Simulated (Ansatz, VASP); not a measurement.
SrTiO3 in VASP and in Ansatz

```
Sr Ti O
1.0
     3.84557    0.00000    0.00000
     0.00000    3.84557    0.00000
     0.00000    0.00000    3.84557
Sr Ti O
1 1 3
Direct
  0.50000 0.50000 0.50000
  0.00000 0.00000 0.00000
  0.50000 0.00000 0.00000
  0.00000 0.50000 0.00000
  0.00000 0.00000 0.50000
```

Alike in both runs: task single point; functional r2SCAN; k mesh 6 × 6 × 6; no spin polarisation.

|  | VASP | Ansatz |
| --- | --- | --- |
| version | VASP 6.6.1 | Ansatz 0.2.0 |
| potentials or method | VASP PAW PBE potentials, release 64 (Sr_sv, Ti_sv, O) | PAW with Ansatz's default frozen-core files, scalar-relativistic |
| plane-wave cutoff (eV) | 660 | 500 |
| occupations | gaussian, width 0.01 eV | fixed |
| valence electrons in the cell | 40 | 40 |

|  | VASP | Ansatz | Ansatz less VASP |
| --- | --- | --- | --- |
| gap on the k mesh at the Fermi level (eV) | 2.38 | 2.37 | -0.012 |
| pressure (GPa) | 10.8 | 10.0 | -0.84 |

VASP's potentials were made for PBE, not for r2SCAN.
